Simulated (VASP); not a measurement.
# C (C2/m) in VASP: a series of runs

C is run at these levels: PBEsol+D3(BJ); tasks: single point.

Program: VASP 6.6.1. These are calculated values, not measurements. Logs are shortened: lines on timing, memory, paths and dates and some standing lists are left out, and cuts for length are marked.

## (1) The cell of the first run

The structure is monoclinic, space group C2/m (No. 12). The conventional cell has a = 4.258 Å, b = 2.458 Å, c = 3.577 Å, α = 90.00°, β = 113.38°, γ = 90.00°. Within 1.9 Å of C (site symmetry m) lie 3 C at 1.41 to 1.47 Å.

## (2) Single point, PBEsol+D3(BJ) (atoms displaced along a vibrational mode)

File INCAR:

```
SYSTEM = C
PREC = Accurate
ENCUT = 520
EDIFF = 1E-7
ISMEAR = 0
SIGMA = 0.05
LREAL = .FALSE.
LASPH = .TRUE.
NELM = 60
ALGO = Normal
ISIF = 2
LWAVE = .FALSE.
LCHARG = .TRUE.
GGA = PS
IVDW = 12
LELF = .TRUE.
LVHAR = .TRUE.
NBANDS = 11
```

File KPOINTS:

```
regular mesh
0
G
  15 15 15
  0 0 0
```

File POSCAR:

```
C
1.0
    1.2290461105      0.7095901028      3.2829684898
   -1.2290461105      0.7095901028      3.2829684898
    0.0000000000     -1.4191802055      3.2829684898
C
2
Direct
    0.1809269058      0.1809269058      0.1668342627
    0.8190730942      0.8190730942      0.8331657373
```

Potentials or basis: VASP PAW PBE potentials, release 64 (C).

Run with:

```
$ cat potpaw_PBE.64/C/POTCAR > POTCAR
$ mpirun -np 1 vasp_std > vasp.out
```

OUTCAR:

```text
SYSTEM = C
   PREC = Accurate
   ENCUT = 520
   EDIFF = 1E-7
   ISMEAR = 0
   LREAL = .FALSE.
   LASPH = .TRUE.
   NELM = 60
   ISIF = 2
   GGA = PS
   IVDW = 12
 IVDW          = 12

 ion  position               nearest neighbor table
   1  0.181  0.181  0.167-   2 1.41   2 1.41   2 1.47
   2  0.819  0.819  0.833-   1 1.41   1 1.41   1 1.47

  LATTYP: Found a trigonal (rhomboedric) cell.
 ALAT       =     3.5765842029
 COS(alpha) =     0.7638274378

  Lattice vectors:

 A1 = (   1.2290461105,   0.7095901028,   3.2829684898)
 A2 = (  -1.2290461105,   0.7095901028,   3.2829684898)
 A3 = (   0.0000000000,  -1.4191802055,   3.2829684898)

Analysis of symmetry for initial positions (statically):
=====================================================================
 Subroutine PRICEL returns:
 Original cell was already a primitive cell.

 Routine SETGRP: Setting up the symmetry group for a
 trigonal (rhombohedral) supercell.

 Subroutine GETGRP returns: Found  4 space group operations
 (whereof  4 operations were pure point group operations)
 out of a pool of 12 trial point group operations.

The static configuration has the point symmetry C_2h.

Analysis of symmetry for dynamics (positions and initial velocities):
=====================================================================
 Subroutine PRICEL returns:
 Original cell was already a primitive cell.

 Routine SETGRP: Setting up the symmetry group for a
 trigonal (rhombohedral) supercell.

 Subroutine GETGRP returns: Found  4 space group operations
 (whereof  4 operations were pure point group operations)
 out of a pool of 12 trial point group operations.

The dynamic configuration has the point symmetry C_2h.

 Subroutine INISYM returns: Found  4 space group operations
 (whereof  4 operations are pure point group operations),
 and found     1 'primitive' translations

----------------------------------------------------------------------------------------

                                     Primitive cell

  volume of cell :      17.1788

  direct lattice vectors                    reciprocal lattice vectors
     1.229046110  0.709590103  3.282968490     0.406819562  0.234877383  0.101534125
    -1.229046110  0.709590103  3.282968490    -0.406819562  0.234877383  0.101534125
     0.000000000 -1.419180206  3.282968490     0.000000000 -0.469754767  0.101534125

  length of vectors
     3.576584203  3.576584203  3.576584203     0.480602455  0.480602455  0.480602455

  position of ions in fractional coordinates (direct lattice)
     0.180926906  0.180926906  0.166834263
     0.819073094  0.819073094  0.833165737

  ion indices of the primitive-cell ions
   primitive index   ion index
                 1           1
                 2           2

----------------------------------------------------------------------------------------

 KPOINTS: regular mesh

Automatic generation of k-mesh.
 Grid dimensions read from file:
 generate k-points for:   15   15   15

 Generating k-lattice:

  Cartesian coordinates                     Fractional coordinates (reciprocal lattice)
     0.027121304  0.015658492  0.006768942     0.066666667  0.000000000  0.000000000
    -0.027121304  0.015658492  0.006768942     0.000000000  0.066666667  0.000000000
     0.000000000 -0.031316984  0.006768942     0.000000000  0.000000000  0.066666667

  Length of vectors
     0.032040164  0.032040164  0.032040164

  Shift w.r.t. Gamma in fractional coordinates (k-lattice)
     0.000000000  0.000000000  0.000000000

 Subroutine IBZKPT returns following result:
 ===========================================

 Found    904 irreducible k-points:

 Following reciprocal coordinates:
            Coordinates               Weight
  0.000000  0.000000  0.000000      1.000000
  0.066667  0.000000  0.000000      4.000000
  0.000000  0.000000  0.066667      2.000000
  0.133333 -0.000000  0.000000      4.000000
  0.000000  0.000000  0.133333      2.000000
  0.200000  0.000000 -0.000000      4.000000
[... 16 lines left out ...]
  0.066667 -0.000000  0.200000      4.000000
  0.266667  0.066667 -0.000000      4.000000
 [... further k-points ...]
   k-points           NKPTS =    904   k-points in BZ     NKDIM =    904   number of bands    NBANDS=     11
   number of dos      NEDOS =    301   number of ions     NIONS =      2
   total plane-waves  NPLWV =  21952
   dimension x,y,z NGX =    28 NGY =   28 NGZ =   28
   dimension x,y,z NGXF=    56 NGYF=   56 NGZF=   56
   ions per type =               2
   NGX,Y,Z   is equivalent  to a cutoff of  13.01, 13.01, 13.01 a.u.
   NGXF,Y,Z  is equivalent  to a cutoff of  26.03, 26.03, 26.03 a.u.
 SYSTEM =  C
   PREC   = accura    normal or accurate (medium, high low for compatibility)
   ISTART =      0    job   : 0-new  1-cont  2-samecut
   ICHARG =      2    charge: 1-file 2-atom 10-const
   ISPIN  =      1    spin polarized calculation?
   LNONCOLLINEAR =      F non collinear calculations
   LSORBIT =      F    spin-orbit coupling
   LASPH  =      T    aspherical Exc in radial PAW
   ENCUT  =  520.0 eV  38.22 Ry    6.18 a.u.   6.65  6.65  6.65*2*pi/ulx,y,z
   NELM   =     60;   NELMIN=  2; NELMDL= -5     # of ELM steps
   EDIFF  = 0.1E-06   stopping-criterion for ELM
   LREAL  =      F    real-space projection
   EDIFFG = 0.1E-05   stopping-criterion for IOM
   NSW    =      0    number of steps for IOM
   IBRION =     -1    ionic relax: 0-MD 1-quasi-New 2-CG
   NFREE  =      0    steps in history (QN), initial steepest desc. (CG)
   ISIF   =      2    stress and relaxation
   ISYM   =      2    0-nonsym 1-usesym 2-fastsym
   POTIM  = 0.5000    time-step for ionic-motion
   TEBEG  =    0.0;   TEEND  =   0.0 temperature during run
   PSTRESS=    0.0 pullay stress
   NELECT =       8.0000    total number of electrons
   NUPDOWN=      -1.0000    fix difference up-down
   EMIN   =  10.00;   EMAX   =-10.00  energy-range for DOS
   EFERMI =   0.00;   METHOD = LEGACY
   ISMEAR =     0;   SIGMA  =   0.05  broadening in eV -4-tet -1-fermi 0-gaus
   EFERMI_NEDOS =   21; number of points for ismear=-14 and -15
   IALGO  =     38    algorithm
   IMIX   =      4    mixing-type and parameters
     AMIX     =   0.40;   BMIX     =  1.00
     AMIX_MAG =   1.60;   BMIX_MAG =  1.00
  volume/ion in A,a.u.               =       8.59        57.96
  Fermi-wavevector in a.u.,A,eV,Ry     =   1.268938  2.397944 21.908137  1.610203
  Thomas-Fermi vector in A             =   2.402006
   LORBIT       =      0    0 simple, 1 ext, 2 COOP (PROOUT), +10 PAW based schemes
   GGA     = PS    functional components
   LHFCALC =     F    Hartree Fock is set to
   AEXX    =    0.0000 exact exchange contribution
   IVDW    =    12    specifies the selected vdW correction
   LEPSILON=     F    determine dielectric tensor
   LRPA    =     F    only Hartree local field effects (RPA)
 non-spin polarized calculation
 Gauss-broadening in eV      SIGMA  =   0.05
  energy-cutoff  :      520.00
  volume of cell :       17.18
 maximum number of plane-waves:       476
   NGX = 13   NGY = 13   NGZ = 13

 number of electron       8.0000000 magnetization

 Free energy of the ion-electron system (eV)
  ---------------------------------------------------
  ext. energy  EPLUGINS =         0.00000000
  ---------------------------------------------------
  free energy    TOTEN  =       -18.94242056 eV

  energy without entropy =      -18.94240674  energy(sigma->0) =      -18.94241365

 E-fermi :   4.7338     XC(G=0): -10.7681

 val. band max:        4.6705278205   @ k =   0.2000  -0.1333  -0.4667
 cond. band min:       4.7970372837   @ k =   0.2000  -0.1333  -0.4667
 fundamental gap:      0.1265094631
 Fermi energy:         4.7337800461

 k-point     1 :       0.0000    0.0000    0.0000
  band No.  band energies     occupation
      1     -14.7854      2.00000
      2      -1.5095      2.00000
      3       1.6113      2.00000
      4       2.7910      2.00000
      5       8.2476      0.00000
      6      12.4982      0.00000
      7      14.0492      0.00000
      8      16.9685      0.00000
      9      17.6931      0.00000
     10      27.5072      0.00000
     11      30.6848      0.00000

 k-point     2 :       0.0667    0.0000    0.0000
  band No.  band energies     occupation
      1     -14.6767      2.00000
      2      -1.4080      2.00000
      3       1.2539      2.00000
      4       2.4937      2.00000
      5       8.3770      0.00000
      6      12.7980      0.00000
      7      14.2284      0.00000
      8      16.6073      0.00000
      9      17.9072      0.00000
     10      27.7425      0.00000
     11      29.5742      0.00000

 k-point     3 :       0.0000    0.0000    0.0667
  band No.  band energies     occupation
      1     -14.6759      2.00000
      2      -1.4095      2.00000
      3       1.4181      2.00000
      4       2.3050      2.00000
      5       8.3789      0.00000
      6      12.6454      0.00000
      7      14.4576      0.00000
      8      16.6319      0.00000
      9      17.8618      0.00000
     10      27.7341      0.00000
     11      29.3593      0.00000

 k-point     4 :       0.1333   -0.0000    0.0000
  band No.  band energies     occupation
      1     -14.3511      2.00000
      2      -1.1145      2.00000
      3       0.2636      2.00000
      4       1.7858      2.00000
      5       8.7480      0.00000
      6      13.2278      0.00000
      7      14.9942      0.00000
      8      15.6462      0.00000
      9      18.5679      0.00000
     10      26.9283      0.00000
     11      28.9084      0.00000
[... 239 lines left out ...]
 k-point    22 :      -0.2000   -0.0000   -0.0667
  band No.  band energies     occupation
      1     -14.0142      2.00000
      2      -1.0363      2.00000
      3      -0.5291      2.00000
      4       1.2300      2.00000
      5       9.2919      0.00000
      6      13.8816      0.00000
      7      14.7553      0.00000
      8      15.2471      0.00000
      9      19.3656      0.00000
     10      25.3892      0.00000
     11      28.1299      0.00000

 k-point    23 :       0.0667   -0.0000    0.2000
  band No.  band energies     occupation
      1     -14.0081      2.00000
      2      -0.9554      2.00000
      3       0.0563      2.00000
      4       0.4500      2.00000
      5       9.3242      0.00000
      6      13.2328      0.00000
      7      14.9463      0.00000
      8      16.1186      0.00000
      9      19.1848      0.00000
     10      25.0907      0.00000
     11      28.0253      0.00000

 k-point    24 :       0.2667    0.0667   -0.0000
  band No.  band energies     occupation
      1     -13.3614      2.00000
      2      -2.0631      2.00000
      3      -0.3011      2.00000
      4       0.1896      2.00000
      5       9.7956      0.00000
      6      13.4700      0.00000
      7      13.8427      0.00000
      8      17.1646      0.00000
      9      20.4540      0.00000
     10      23.3203      0.00000
     11      27.4590      0.00000

 [... further k-points ...]

------------------------ aborting loop because EDIFF is reached ----------------------------------------

 Edisp (eV)   -0.22534

 E8    (eV) :    -0.1096

  FORCE on cell =-STRESS in cart. coord.  units (eV):
  Direction    XX          YY          ZZ          XY          YZ          ZX
  --------------------------------------------------------------------------------------
  -------------------------------------------------------------------------------------
  Total       0.55920    -0.23252    -0.59099     0.00000    -0.36828     0.00000
  in kB      52.15371   -21.68592   -55.11863     0.00000   -34.34790     0.00000
  external pressure =       -8.22 kB  Pullay stress =        0.00 kB

 VOLUME and BASIS-vectors are now :
 -----------------------------------------------------------------------------
  energy-cutoff  :      520.00
  volume of cell :       17.18
      direct lattice vectors                 reciprocal lattice vectors
     1.229046110  0.709590103  3.282968490     0.406819562  0.234877383  0.101534125
    -1.229046110  0.709590103  3.282968490    -0.406819562  0.234877383  0.101534125
     0.000000000 -1.419180206  3.282968490     0.000000000 -0.469754767  0.101534125

 POSITION                                       TOTAL-FORCE (eV/Angst)
 -----------------------------------------------------------------------------------
      0.00000      0.02000      1.73567         0.000000     -1.945561     -3.127116
      0.00000     -0.02000      8.11324         0.000000      1.945561      3.127116
 -----------------------------------------------------------------------------------
    total drift:                               -0.000000     -0.000000      0.000000

  FREE ENERGIE OF THE ION-ELECTRON SYSTEM (eV)
  ---------------------------------------------------
  free  energy   TOTEN  =       -19.1677648387 eV

  energy  without entropy=      -19.1677510175  energy(sigma->0) =      -19.16775793
```

Run time: 6.5 min. Hardware: 1 thread of AMD EPYC 7R13, shared host; peak memory 0.24 GiB.

What came out:

```yaml
Free_energy: -19.1678 eV
Pressure: -0.8 GPa
Largest_force: 3.683 eV/Å
Dispersion_energy_per_atom: -0.113 eV
```

Forces in eV/Å, atoms in the order of the input:
```
C    0.000 -1.946 -3.127
C    0.000  1.946  3.127
```

Stress tensor (GPa, compression positive):
```
 5.22  0.00  0.00
 0.00 -2.17 -3.43
 0.00 -3.43 -5.51
```

Caveat: the cell differs from its parent crystal (atoms displaced along a vibrational mode); the PAW data sets were made with another functional, which shifts forces and pressure a little.

## (3) Single point, PBEsol+D3(BJ) (atoms displaced along a vibrational mode)

File INCAR:

```
SYSTEM = C
  ALGO = Normal
  EDIFF = 1E-6
  ENCUT = 520
  GGA = PS
  ISIF = 2
  ISMEAR = 0
  IVDW = 12
  LASPH = .True.
  LCHARG = .False.
  LREAL = .False.
  LWAVE = .False.
  NBANDS = 11
  NELM = 100
  PREC = Accurate
  SIGMA = 0.05
```

File KPOINTS:

```
k-points
0
Gamma
  15 15 15
  0 0 0
```

File POSCAR:

```
C
1.0
    1.2290461105      0.7095901028      3.2829684898
   -1.2290461105      0.7095901028      3.2829684898
    0.0000000000     -1.4191802055      3.2829684898
C
2
Direct
    0.1557096050      0.1557096050      0.1979875340
    0.8442903950      0.8442903950      0.8020124660
```

Potentials or basis: VASP PAW PBE potentials, release 64 (C).

Run with:

```
$ cat potpaw_PBE.64/C/POTCAR > POTCAR
$ mpirun -np 1 vasp_std > vasp.out
```

OUTCAR:

```text
SYSTEM = C
   EDIFF = 1E-6
   ENCUT = 520
   GGA = PS
   ISIF = 2
   ISMEAR = 0
   IVDW = 12
   LASPH = .True.
   LREAL = .False.
   NELM = 100
   PREC = Accurate
 IVDW          = 12

 ion  position               nearest neighbor table
   1  0.156  0.156  0.198-   2 1.30   2 1.48   2 1.48
   2  0.844  0.844  0.802-   1 1.30   1 1.48   1 1.48

  LATTYP: Found a trigonal (rhomboedric) cell.
 ALAT       =     3.5765842029
 COS(alpha) =     0.7638274378

  Lattice vectors:

[... 523 lines left out ...]
------------------------ aborting loop because EDIFF is reached ----------------------------------------

 Edisp (eV)   -0.22547

 E8    (eV) :    -0.1096

  FORCE on cell =-STRESS in cart. coord.  units (eV):
  Direction    XX          YY          ZZ          XY          YZ          ZX
  --------------------------------------------------------------------------------------
  -------------------------------------------------------------------------------------
  Total      -0.47966     3.16145    -0.04477     0.00000     0.46910     0.00000
  in kB     -44.73557   294.85136    -4.17551     0.00000    43.75033     0.00000
  external pressure =       81.98 kB  Pullay stress =        0.00 kB

 VOLUME and BASIS-vectors are now :
 -----------------------------------------------------------------------------
  energy-cutoff  :      520.00
  volume of cell :       17.18
      direct lattice vectors                 reciprocal lattice vectors
     1.229046110  0.709590103  3.282968490     0.406819562  0.234877383  0.101534125
    -1.229046110  0.709590103  3.282968490    -0.406819562  0.234877383  0.101534125
     0.000000000 -1.419180206  3.282968490     0.000000000 -0.469754767  0.101534125

 POSITION                                       TOTAL-FORCE (eV/Angst)
 -----------------------------------------------------------------------------------
      0.00000     -0.06000      1.67237         0.000000      7.579474     -0.928658
      0.00000      0.06000      8.17654         0.000000     -7.579474      0.928658
 -----------------------------------------------------------------------------------
    total drift:                               -0.000000      0.000000      0.000000

  FREE ENERGIE OF THE ION-ELECTRON SYSTEM (eV)
  ---------------------------------------------------
  free  energy   TOTEN  =       -19.0396468934 eV

  energy  without entropy=      -19.0396273086  energy(sigma->0) =      -19.03963710
```

It took 5.3 min on 1 thread of AMD EPYC 7R13, shared host; peak memory 0.24 GiB.

Results:

| Item | Value |
| --- | --- |
| Free energy | -19.0396 eV |
| Pressure | 8.2 GPa |
| Largest force | 7.636 eV/Å |
| Dispersion energy per atom | -0.113 eV |

Forces on the atoms (eV/Å):
```
C    0.000  7.579 -0.929
C    0.000 -7.579  0.929
```

Stress tensor (GPa, compression positive):
```
-4.47  0.00  0.00
 0.00 29.49  4.38
 0.00  4.38 -0.42
```

Caveat: the cell differs from its parent crystal (atoms displaced along a vibrational mode); the cell stands under pressure; the PAW data sets were made with another functional, which shifts forces and pressure a little.
